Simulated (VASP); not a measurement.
# CeO2 (Fm-3m) in VASP: further runs, part 2 of 2

VASP 6.6.1. The steps go on from the part before.

### Step 3. Single point, PBE-based global hybrid with 50 % exact exchange

POSCAR

```
CeO2
1.0
    0.0000000000      2.7048609279      2.7048609279
    2.7048609279      0.0000000000      2.7048609279
    2.7048609279      2.7048609279      0.0000000000
Ce O
1 2
Direct
    0.0000000000      0.0000000000      0.0000000000
    0.2500000000      0.2500000000      0.2500000000
    0.7500000000      0.7500000000      0.7500000000
```

INCAR.step1

```
ALGO = Normal
EDIFF = 1E-5
ENCUT = 520
GGA = PE
ISIF = 2
ISMEAR = 0
LASPH = T
LCHARG = F
LREAL = F
LWAVE = T
NBANDS = 19
NELM = 60
PREC = Accurate
SIGMA = 0.05
```

INCAR.step2

```
AEXX = 0.5
ALGO = Normal
EDIFF = 1E-6
ENCUT = 520
GGA = PE
ISIF = 2
ISMEAR = 0
ISTART = 1
LASPH = T
LCHARG = F
LHFCALC = T
LREAL = F
LWAVE = F
NBANDS = 19
NELM = 60
PREC = Accurate
PRECFOCK = Normal
SIGMA = 0.05
```

KPOINTS

```
k-points
0
Gamma
  4 4 4
```

Potentials or basis: VASP PAW PBE potentials, release 64 (Ce, O).

Run with:

```bash
> cat potpaw_PBE.64/Ce/POTCAR potpaw_PBE.64/O/POTCAR > POTCAR
> cp INCAR.step1 INCAR
> mpirun -np 1 vasp_std > vasp.out
> cp INCAR.step2 INCAR
> mpirun -np 1 vasp_std > vasp.out
```

OUTCAR:

```text
AEXX = 0.5
   EDIFF = 1E-6
   ENCUT = 520
   GGA = PE
   ISIF = 2
   ISMEAR = 0
   ISTART = 1
   LASPH = T
   LHFCALC = T
   LREAL = F
   NELM = 60
   PREC = Accurate
   PRECFOCK = Normal

 ion  position               nearest neighbor table
   1  0.000  0.000  0.000-   3 2.34   3 2.34   3 2.34   2 2.34   3 2.34   2 2.34   2 2.34   2 2.34

   2  0.250  0.250  0.250-   1 2.34   1 2.34   1 2.34   1 2.34
   3  0.750  0.750  0.750-   1 2.34   1 2.34   1 2.34   1 2.34

  LATTYP: Found a face centered cubic cell.
 ALAT       =     5.4097218558

  Lattice vectors:

 A1 = (   0.0000000000,   2.7048609279,   2.7048609279)
 A2 = (   2.7048609279,   0.0000000000,   2.7048609279)
 A3 = (   2.7048609279,   2.7048609279,   0.0000000000)

Analysis of symmetry for initial positions (statically):
=====================================================================
 Subroutine PRICEL returns:
 Original cell was already a primitive cell.

 Routine SETGRP: Setting up the symmetry group for a
 face centered cubic supercell.

 Subroutine GETGRP returns: Found 48 space group operations
 (whereof 48 operations were pure point group operations)
 out of a pool of 48 trial point group operations.

The static configuration has the point symmetry O_h .

Analysis of symmetry for dynamics (positions and initial velocities):
=====================================================================
 Subroutine PRICEL returns:
 Original cell was already a primitive cell.

 Routine SETGRP: Setting up the symmetry group for a
 face centered cubic supercell.

 Subroutine GETGRP returns: Found 48 space group operations
 (whereof 48 operations were pure point group operations)
 out of a pool of 48 trial point group operations.

The dynamic configuration has the point symmetry O_h .

 Subroutine INISYM returns: Found 48 space group operations
 (whereof 48 operations are pure point group operations),
 and found     1 'primitive' translations

----------------------------------------------------------------------------------------

                                     Primitive cell

  volume of cell :      39.5790

  direct lattice vectors                    reciprocal lattice vectors
     0.000000000  2.704860928  2.704860928    -0.184852387  0.184852387  0.184852387
     2.704860928  0.000000000  2.704860928     0.184852387 -0.184852387  0.184852387
     2.704860928  2.704860928  0.000000000     0.184852387  0.184852387 -0.184852387

  length of vectors
     3.825251009  3.825251009  3.825251009     0.320173727  0.320173727  0.320173727

  position of ions in fractional coordinates (direct lattice)
     0.000000000  0.000000000  0.000000000
     0.250000000  0.250000000  0.250000000
     0.750000000  0.750000000  0.750000000

  ion indices of the primitive-cell ions
   primitive index   ion index
                 1           1
                 2           2
                 3           3

[... 26 lines left out ...]
 Following reciprocal coordinates:
            Coordinates               Weight
  0.000000  0.000000  0.000000      1.000000
  0.250000  0.000000  0.000000      8.000000
  0.500000  0.000000  0.000000      4.000000
  0.250000  0.250000  0.000000      6.000000
  0.500000  0.250000  0.000000     24.000000
 -0.250000  0.250000  0.000000     12.000000
  0.500000  0.500000  0.000000      3.000000
 -0.250000  0.500000  0.250000      6.000000
   k-points           NKPTS =      8   k-points in BZ     NKDIM =     64   number of bands    NBANDS=     19
   number of dos      NEDOS =    301   number of ions     NIONS =      3
   total plane-waves  NPLWV =  21952
   dimension x,y,z NGX =    28 NGY =   28 NGZ =   28
   dimension x,y,z NGXF=    56 NGYF=   56 NGZF=   56
   ions per type =               1   2
   NGX,Y,Z   is equivalent  to a cutoff of  12.17, 12.17, 12.17 a.u.
   NGXF,Y,Z  is equivalent  to a cutoff of  24.34, 24.34, 24.34 a.u.
 SYSTEM =  unknown system
   PREC   = accura    normal or accurate (medium, high low for compatibility)
   ISTART =      1    job   : 0-new  1-cont  2-samecut
   ICHARG =      0    charge: 1-file 2-atom 10-const
   ISPIN  =      1    spin polarized calculation?
   LNONCOLLINEAR =      F non collinear calculations
   LSORBIT =      F    spin-orbit coupling
   LASPH  =      T    aspherical Exc in radial PAW
   ENCUT  =  520.0 eV  38.22 Ry    6.18 a.u.   7.11  7.11  7.11*2*pi/ulx,y,z
   NELM   =     60;   NELMIN=  2; NELMDL=  0     # of ELM steps
   EDIFF  = 0.1E-05   stopping-criterion for ELM
   LREAL  =      F    real-space projection
   EDIFFG = 0.1E-04   stopping-criterion for IOM
   NSW    =      0    number of steps for IOM
   IBRION =     -1    ionic relax: 0-MD 1-quasi-New 2-CG
   NFREE  =      0    steps in history (QN), initial steepest desc. (CG)
   ISIF   =      2    stress and relaxation
   ISYM   =      3    0-nonsym 1-usesym 2-fastsym
   POTIM  = 0.5000    time-step for ionic-motion
   TEBEG  =    0.0;   TEEND  =   0.0 temperature during run
   PSTRESS=    0.0 pullay stress
   NELECT =      24.0000    total number of electrons
   NUPDOWN=      -1.0000    fix difference up-down
   EMIN   =  10.00;   EMAX   =-10.00  energy-range for DOS
   EFERMI =   0.00;   METHOD = LEGACY
   ISMEAR =     0;   SIGMA  =   0.05  broadening in eV -4-tet -1-fermi 0-gaus
   EFERMI_NEDOS =   21; number of points for ismear=-14 and -15
   IALGO  =     38    algorithm
   IMIX   =      1    mixing-type and parameters
     AMIX     =   0.40;   BMIX     =  1.00
     AMIX_MAG =   1.60;   BMIX_MAG =  1.00
  volume/ion in A,a.u.               =      13.19        89.03
  Fermi-wavevector in a.u.,A,eV,Ry     =   1.385661  2.618519 26.123951  1.920056
  Thomas-Fermi vector in A             =   2.510050
   LORBIT       =      0    0 simple, 1 ext, 2 COOP (PROOUT), +10 PAW based schemes
   GGA     = PE    functional components
   LHFCALC =     T    Hartree Fock is set to
   PRECFOCK=normal    Normal, Fast or Accurate (Low or Medium for compatibility)
   ENCUT4O =  -1.0   cutoff for four orbital integrals eV
   NKREDX  =     1    reduce k-point grid by
   NKREDY  =     1    reduce k-point grid by
   NKREDZ  =     1    reduce k-point grid by
   AEXX    =    0.5000 exact exchange contribution
   HFSCREEN=    0.0000 screening length (either q_TF or 0.3 A-1)
   HFSCREENC=   0.0000 screening length for correlation (either q_TF or 0.3 A-1)
   ENCUTFOCK=  -1.0 apply spherical cutoff to Coloumb kernel
   IVDW    =     0    specifies the selected vdW correction
   LEPSILON=     F    determine dielectric tensor
   LRPA    =     F    only Hartree local field effects (RPA)
 non-spin polarized calculation
 Gauss-broadening in eV      SIGMA  =   0.05
  energy-cutoff  :      520.00
  volume of cell :       39.58
 maximum number of plane-waves:      1090
  NGX = 24; NGY = 24; NGZ = 24

 number of electron      23.9999995 magnetization

 Free energy of the ion-electron system (eV)
  ---------------------------------------------------
  ext. energy  EPLUGINS =         0.00000000
  ---------------------------------------------------
  free energy    TOTEN  =       -42.62570589 eV

  energy without entropy =      -42.62570589  energy(sigma->0) =      -42.62570589

 E-fermi :   3.1727     XC(G=0):  -6.5092

 val. band max:        2.8068934412   @ k =  -0.2500   0.2500   0.0000
 cond. band min:      10.0617277508   @ k =   0.5000   0.0000   0.0000
 fundamental gap:      7.2548343096
 Fermi energy:         3.1726843115

 k-point     1 :       0.0000    0.0000    0.0000
  band No.  band energies     occupation
      1     -35.2973      2.00000
      2     -16.8143      2.00000
      3     -15.6572      2.00000
      4     -14.7767      2.00000
      5     -14.7767      2.00000
      6     -14.7767      2.00000
[... 153 lines left out ...]
      6     -12.7528      2.00000
[... 11 lines left out ...]
     18      10.8689      0.00000
     19      11.1645      0.00000

------------------------ aborting loop because EDIFF is reached ----------------------------------------

  FORCE on cell =-STRESS in cart. coord.  units (eV):
  Direction    XX          YY          ZZ          XY          YZ          ZX
  --------------------------------------------------------------------------------------
  -------------------------------------------------------------------------------------
  Total       -1.8080085     -1.8080085     -1.8080085      0.0000000      0.0000000      0.0000000
  in kB      -73.1890705    -73.1890705    -73.1890705      0.0000000      0.0000000      0.0000000
  external PRESSURE =     -73.1890705 kB  Pullay stress =       0.0000000 kB

 VOLUME and BASIS-vectors are now :
 -----------------------------------------------------------------------------
  energy-cutoff  :      520.00
  volume of cell :       39.58
      direct lattice vectors                 reciprocal lattice vectors
     0.000000000  2.704860928  2.704860928    -0.184852387  0.184852387  0.184852387
     2.704860928  0.000000000  2.704860928     0.184852387 -0.184852387  0.184852387
     2.704860928  2.704860928  0.000000000     0.184852387  0.184852387 -0.184852387

 POSITION                                       TOTAL-FORCE (eV/Angst)
 -----------------------------------------------------------------------------------
      0.00000      0.00000      0.00000         0.000000      0.000000     -0.000000
      1.35243      1.35243      1.35243         0.000000      0.000000      0.000000
      4.05729      4.05729      4.05729        -0.000000     -0.000000      0.000000
 -----------------------------------------------------------------------------------
    total drift:                                0.000000      0.000000      0.000001

  FREE ENERGIE OF THE ION-ELECTRON SYSTEM (eV)
  ---------------------------------------------------
  free  energy   TOTEN  =       -42.6257058942 eV

  energy  without entropy=      -42.6257058942  energy(sigma->0) =      -42.62570589
```

OSZICAR.step1:

```text
N       E                     dE             d eps       ncg     rms          rms(c)
DAV:   1     0.237518123390E+03    0.23752E+03   -0.11672E+04   320   0.175E+03
DAV:   2     0.147534486179E+02   -0.22276E+03   -0.18777E+03   375   0.291E+02
DAV:   3    -0.300759725411E+02   -0.44829E+02   -0.41797E+02   355   0.152E+02
DAV:   4    -0.316968935819E+02   -0.16209E+01   -0.16181E+01   441   0.288E+01
DAV:   5    -0.317816077088E+02   -0.84714E-01   -0.84704E-01   476   0.570E+00    0.301E+01
DAV:   6    -0.295174281044E+02    0.22642E+01   -0.59746E+01   400   0.501E+01    0.255E+01
DAV:   7    -0.282516356026E+02    0.12658E+01   -0.34029E+01   430   0.959E+01    0.201E+01
DAV:   8    -0.273239915226E+02    0.92764E+00   -0.25005E+00   419   0.120E+01    0.137E+01
DAV:   9    -0.262342510273E+02    0.10897E+01   -0.39288E+00   392   0.200E+01    0.391E+00
DAV:  10    -0.262198660910E+02    0.14385E-01   -0.39216E-01   512   0.495E+00    0.977E-01
DAV:  11    -0.262144822675E+02    0.53838E-02   -0.35835E-02   330   0.266E+00    0.203E+00
DAV:  12    -0.262100543481E+02    0.44279E-02   -0.23257E-02   488   0.163E+00    0.489E-01
DAV:  13    -0.262081606437E+02    0.18937E-02   -0.36812E-02   384   0.177E+00    0.484E-01
DAV:  14    -0.262084767299E+02   -0.31609E-03   -0.18381E-03   504   0.238E-01    0.563E-01
DAV:  15    -0.262073857258E+02    0.10910E-02   -0.25635E-03   304   0.774E-01    0.357E-02
DAV:  16    -0.262073992975E+02   -0.13572E-04   -0.18960E-04   464   0.157E-01    0.777E-02
DAV:  17    -0.262073901722E+02    0.91252E-05   -0.28664E-05   300   0.491E-02
   1 F= -.26207390E+02 E0= -.26207390E+02  d E =-.201635E-19
```

Run time: 19 min. Hardware: 1 thread of Intel Xeon Platinum 8259CL at 2.50GHz (Skylake/Cascade Lake), shared host; peak memory 0.18 GiB.

Results:

```yaml
Free_energy: -42.6257 eV
Pressure: -7.3 GPa
Band_gap_on_the_k_mesh: 7.25 eV (least direct gap 7.49 eV)
```

Caveat: the k points lie up to 0.50 Å⁻¹ apart; the PAW data sets were made with another functional, which shifts forces and pressure a little; spin-orbit coupling is left out, which moves the levels of the heavy elements. A k mesh can miss the band edges.
